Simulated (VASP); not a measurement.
# LiH (Fm-3m) in VASP: further runs, part 2 of 2

VASP 6.6.1. The steps go on from the part before.

## 4. Single point, PBEsol

This run uses another cell than the first one, of 5.73 Å³/atom, 0.678 times its volume.

File INCAR:

```
PREC = Accurate
ENCUT = 520
EDIFF = 1E-7
ISMEAR = -1
SIGMA = 0.05
LREAL = False
LASPH = True
NELM = 80
ALGO = Normal
ISIF = 2
LWAVE = False
LCHARG = False
GGA = PS
NBANDS = 9
```

File KPOINTS:

```
regular mesh
0
Gamma
  11 11 11
```

File POSCAR:

```
LiH
1.0
    0.0000000000      1.7892592164      1.7892592164
    1.7892592164      0.0000000000      1.7892592164
    1.7892592164      1.7892592164      0.0000000000
Li H
1 1
Direct
    0.0000000000      0.0000000000      0.0000000000
    0.5000000000      0.5000000000      0.5000000000
```

Potentials or basis: VASP PAW PBE potentials, release 64 (Li_sv, H).

Launch:

```console
> cat potpaw_PBE.64/Li_sv/POTCAR potpaw_PBE.64/H/POTCAR > POTCAR
> mpirun -np 1 vasp_std > vasp.out
```

OUTCAR:

```text
PREC = Accurate
   ENCUT = 520
   EDIFF = 1E-7
   ISMEAR = -1
   LREAL = False
   LASPH = True
   NELM = 80
   ISIF = 2
   GGA = PS

 ion  position               nearest neighbor table
   1  0.000  0.000  0.000-
   2  0.500  0.500  0.500-

  LATTYP: Found a face centered cubic cell.
 ALAT       =     3.5785184328

  Lattice vectors:

 A1 = (   0.0000000000,   1.7892592164,   1.7892592164)
 A2 = (   1.7892592164,   0.0000000000,   1.7892592164)
 A3 = (   1.7892592164,   1.7892592164,   0.0000000000)

Analysis of symmetry for initial positions (statically):
=====================================================================
 Subroutine PRICEL returns:
 Original cell was already a primitive cell.

 Routine SETGRP: Setting up the symmetry group for a
 face centered cubic supercell.

 Subroutine GETGRP returns: Found 48 space group operations
 (whereof 48 operations were pure point group operations)
 out of a pool of 48 trial point group operations.

The static configuration has the point symmetry O_h .

Analysis of symmetry for dynamics (positions and initial velocities):
=====================================================================
 Subroutine PRICEL returns:
 Original cell was already a primitive cell.

 Routine SETGRP: Setting up the symmetry group for a
 face centered cubic supercell.

 Subroutine GETGRP returns: Found 48 space group operations
 (whereof 48 operations were pure point group operations)
 out of a pool of 48 trial point group operations.

The dynamic configuration has the point symmetry O_h .

 Subroutine INISYM returns: Found 48 space group operations
 (whereof 48 operations are pure point group operations),
 and found     1 'primitive' translations

----------------------------------------------------------------------------------------

                                     Primitive cell

  volume of cell :      11.4564

  direct lattice vectors                    reciprocal lattice vectors
     0.000000000  1.789259216  1.789259216    -0.279445256  0.279445256  0.279445256
     1.789259216  0.000000000  1.789259216     0.279445256 -0.279445256  0.279445256
     1.789259216  1.789259216  0.000000000     0.279445256  0.279445256 -0.279445256

  length of vectors
     2.530394650  2.530394650  2.530394650     0.484013382  0.484013382  0.484013382

  position of ions in fractional coordinates (direct lattice)
     0.000000000  0.000000000  0.000000000
     0.500000000  0.500000000  0.500000000

  ion indices of the primitive-cell ions
   primitive index   ion index
                 1           1
                 2           2

----------------------------------------------------------------------------------------

 KPOINTS: regular mesh

Automatic generation of k-mesh.
 Grid dimensions read from file:
 generate k-points for:   11   11   11

 Generating k-lattice:

  Cartesian coordinates                     Fractional coordinates (reciprocal lattice)
    -0.025404114  0.025404114  0.025404114     0.090909091  0.000000000  0.000000000
     0.025404114 -0.025404114  0.025404114     0.000000000  0.090909091  0.000000000
     0.025404114  0.025404114 -0.025404114     0.000000000  0.000000000  0.090909091

  Length of vectors
     0.044001217  0.044001217  0.044001217

  Shift w.r.t. Gamma in fractional coordinates (k-lattice)
     0.000000000  0.000000000  0.000000000

 Subroutine IBZKPT returns following result:
 ===========================================

 Found     56 irreducible k-points:

 Following reciprocal coordinates:
            Coordinates               Weight
  0.000000  0.000000  0.000000      1.000000
  0.090909  0.000000  0.000000      8.000000
  0.181818  0.000000  0.000000      8.000000
  0.272727  0.000000  0.000000      8.000000
  0.363636  0.000000  0.000000      8.000000
  0.454545  0.000000  0.000000      8.000000
[... 16 lines left out ...]
 -0.272727  0.181818  0.000000     24.000000
 -0.181818  0.181818  0.000000     12.000000
 [... further k-points ...]
   k-points           NKPTS =     56   k-points in BZ     NKDIM =     56   number of bands    NBANDS=      9
   number of dos      NEDOS =    301   number of ions     NIONS =      2
   total plane-waves  NPLWV =   8000
   dimension x,y,z NGX =    20 NGY =   20 NGZ =   20
   dimension x,y,z NGXF=    40 NGYF=   40 NGZF=   40
   ions per type =               1   1
   NGX,Y,Z   is equivalent  to a cutoff of  13.14, 13.14, 13.14 a.u.
   NGXF,Y,Z  is equivalent  to a cutoff of  26.28, 26.28, 26.28 a.u.
 SYSTEM =  unknown system
   PREC   = accura    normal or accurate (medium, high low for compatibility)
   ISTART =      0    job   : 0-new  1-cont  2-samecut
   ICHARG =      2    charge: 1-file 2-atom 10-const
   ISPIN  =      1    spin polarized calculation?
   LNONCOLLINEAR =      F non collinear calculations
   LSORBIT =      F    spin-orbit coupling
   LASPH  =      T    aspherical Exc in radial PAW
   ENCUT  =  520.0 eV  38.22 Ry    6.18 a.u.   4.70  4.70  4.70*2*pi/ulx,y,z
   NELM   =     80;   NELMIN=  2; NELMDL= -5     # of ELM steps
   EDIFF  = 0.1E-06   stopping-criterion for ELM
   LREAL  =      F    real-space projection
   EDIFFG = 0.1E-05   stopping-criterion for IOM
   NSW    =      0    number of steps for IOM
   IBRION =     -1    ionic relax: 0-MD 1-quasi-New 2-CG
   NFREE  =      0    steps in history (QN), initial steepest desc. (CG)
   ISIF   =      2    stress and relaxation
   ISYM   =      2    0-nonsym 1-usesym 2-fastsym
   POTIM  = 0.5000    time-step for ionic-motion
   TEBEG  =    0.0;   TEEND  =   0.0 temperature during run
   PSTRESS=    0.0 pullay stress
   NELECT =       4.0000    total number of electrons
   NUPDOWN=      -1.0000    fix difference up-down
   EMIN   =  10.00;   EMAX   =-10.00  energy-range for DOS
   EFERMI =   0.00;   METHOD = LEGACY
   ISMEAR =    -1;   SIGMA  =   0.05  broadening in eV -4-tet -1-fermi 0-gaus
   EFERMI_NEDOS =   21; number of points for ismear=-14 and -15
   IALGO  =     38    algorithm
   IMIX   =      4    mixing-type and parameters
     AMIX     =   0.40;   BMIX     =  1.00
     AMIX_MAG =   1.60;   BMIX_MAG =  1.00
  volume/ion in A,a.u.               =       5.73        38.66
  Fermi-wavevector in a.u.,A,eV,Ry     =   1.152776  2.178431 18.080678  1.328892
  Thomas-Fermi vector in A             =   2.289425
   LORBIT       =      0    0 simple, 1 ext, 2 COOP (PROOUT), +10 PAW based schemes
   GGA     = PS    functional components
   LHFCALC =     F    Hartree Fock is set to
   AEXX    =    0.0000 exact exchange contribution
   IVDW    =     0    specifies the selected vdW correction
   LEPSILON=     F    determine dielectric tensor
   LRPA    =     F    only Hartree local field effects (RPA)
 non-spin polarized calculation
  energy-cutoff  :      520.00
  volume of cell :       11.46
 maximum number of plane-waves:       331
   NGX =  9   NGY =  9   NGZ =  9

 number of electron       3.9999994 magnetization

 Free energy of the ion-electron system (eV)
  ---------------------------------------------------
  ext. energy  EPLUGINS =         0.00000000
  ---------------------------------------------------
  free energy    TOTEN  =        -5.89944184 eV

  energy without entropy =       -5.89944184  energy(sigma->0) =       -5.89944184

 E-fermi :   3.1400     XC(G=0):  -9.7709

 val. band max:        1.9846166182   @ k =  -0.4545   0.4545   0.0000
 cond. band min:       4.6072631039   @ k =  -0.4545   0.4545   0.0000
 fundamental gap:      2.6226464857
 Fermi energy:         3.1399920100

 k-point     1 :       0.0000    0.0000    0.0000
  band No.  band energies     occupation
      1     -41.6088      2.00000
      2      -4.8044      2.00000
      3      23.1457      0.00000
      4      23.4631      0.00000
      5      23.4631      0.00000
      6      23.4632      0.00000
      7      28.9151      0.00000
      8      28.9151      0.00000
      9      28.9151      0.00000
[... 265 lines left out ...]
 k-point    24 :      -0.1818    0.1818    0.0000
  band No.  band energies     occupation
      1     -41.4962      2.00000
      2      -3.1548      2.00000
      3      13.6784      0.00000
      4      14.7526      0.00000
      5      21.7359      0.00000
      6      23.0321      0.00000
      7      27.9011      0.00000
      8      30.0527      0.00000
      9      32.0179      0.00000

 [... further k-points ...]

------------------------ aborting loop because EDIFF is reached ----------------------------------------

  FORCE on cell =-STRESS in cart. coord.  units (eV):
  Direction    XX          YY          ZZ          XY          YZ          ZX
  --------------------------------------------------------------------------------------
  -------------------------------------------------------------------------------------
  Total        1.4464123      1.4464123      1.4464123     -0.0000000     -0.0000000      0.0000000
  in kB      202.2799787    202.2799787    202.2799787     -0.0000000     -0.0000000      0.0000000
  external PRESSURE =     202.2799787 kB  Pullay stress =       0.0000000 kB

 VOLUME and BASIS-vectors are now :
 -----------------------------------------------------------------------------
  energy-cutoff  :      520.00
  volume of cell :       11.46
      direct lattice vectors                 reciprocal lattice vectors
     0.000000000  1.789259216  1.789259216    -0.279445256  0.279445256  0.279445256
     1.789259216  0.000000000  1.789259216     0.279445256 -0.279445256  0.279445256
     1.789259216  1.789259216  0.000000000     0.279445256  0.279445256 -0.279445256

 POSITION                                       TOTAL-FORCE (eV/Angst)
 -----------------------------------------------------------------------------------
      0.00000      0.00000      0.00000        -0.000000      0.000000      0.000000
      1.78926      1.78926      1.78926         0.000000     -0.000000     -0.000000
 -----------------------------------------------------------------------------------
    total drift:                                0.000000     -0.000000     -0.000000

  FREE ENERGIE OF THE ION-ELECTRON SYSTEM (eV)
  ---------------------------------------------------
  free  energy   TOTEN  =        -5.8994418367 eV

  energy  without entropy=       -5.8994418367  energy(sigma->0) =       -5.89944184
```

OSZICAR:

```text
N       E                     dE             d eps       ncg     rms          rms(c)
DAV:   1    -0.135549380146E+01   -0.13555E+01   -0.15609E+03  1049   0.430E+02
DAV:   2    -0.611335904332E+01   -0.47579E+01   -0.47420E+01  1477   0.558E+01
DAV:   3    -0.615115866717E+01   -0.37800E-01   -0.37785E-01  1198   0.435E+00
DAV:   4    -0.615125015395E+01   -0.91487E-04   -0.91481E-04  1410   0.180E-01
DAV:   5    -0.615125037640E+01   -0.22245E-06   -0.22244E-06  1178   0.584E-03    0.299E+00
DAV:   6    -0.596386881866E+01    0.18738E+00   -0.13837E-01  1116   0.127E+00    0.154E+00
DAV:   7    -0.589786721371E+01    0.66002E-01   -0.19378E-01  1135   0.164E+00    0.247E-01
DAV:   8    -0.589944071977E+01   -0.15735E-02   -0.36618E-03  1107   0.483E-01    0.454E-02
DAV:   9    -0.589943026410E+01    0.10456E-04   -0.17729E-04  1311   0.771E-02    0.550E-03
DAV:  10    -0.589944124608E+01   -0.10982E-04   -0.87292E-06  1151   0.236E-02    0.272E-03
DAV:  11    -0.589944154479E+01   -0.29870E-06   -0.39150E-07  1205   0.442E-03    0.359E-04
DAV:  12    -0.589944184196E+01   -0.29717E-06   -0.30504E-08  1107   0.142E-03    0.123E-04
DAV:  13    -0.589944183667E+01    0.52885E-08   -0.13035E-09   667   0.298E-04
   1 F= -.58994418E+01 E0= -.58994418E+01  d E =-.201859E-11
```

It took 11 s on 1 thread of AMD EPYC 7R43 (Zen 3), shared host; peak memory 0.08 GiB.

What came out:

```
Free energy            : -5.8994 eV
Band gap on the k mesh : 2.62 eV, direct
```

Levels at points of the mesh, in eV from the valence-band top:
| k point | band 1 | band 2 | band 3 | band 4 | band 5 |
| --- | --- | --- | --- | --- | --- |
| (0.00, 0.00, 0.00) | -43.59 | -6.79 | 21.16 | 21.48 | 21.48 |

Caveat: the cutoff is under 1.25 times the usual one of these potentials, so pressure, stress and relaxed cells hold a basis-set (Pulay) error; the PAW data sets were made with another functional, which shifts forces and pressure a little. Expect the measured gap to be larger: semilocal functionals such as PBEsol lack the derivative discontinuity.

## 5. The runs side by side

| level | cell | smearing | gap on the mesh (eV) |
| --- | --- | --- | --- |
| r2SCAN | a = 2.880 Å, angles 60.0°, 2 atoms | tetrahedron | 3.80 |
| PBEsol | a = 2.880 Å, angles 60.0°, 2 atoms | fermi-dirac 0.05 eV | 2.97 |
| PBEsol | a = 2.530 Å, angles 60.0°, 2 atoms | fermi-dirac 0.05 eV | 2.62 |

Alike in all rows: task single point; potentials or basis VASP PAW PBE potentials, release 64 (Li_sv, H); no spin polarisation; k mesh 11 × 11 × 11; cutoff (eV) 520.

Caveats: the cutoff is under 1.25 times the usual one of these potentials, so pressure, stress and relaxed cells hold a basis-set (Pulay) error; the PAW data sets were made with another functional, which shifts forces and pressure a little.

Total energies depend on the potentials used, so only differences within one code and one set of settings carry meaning.
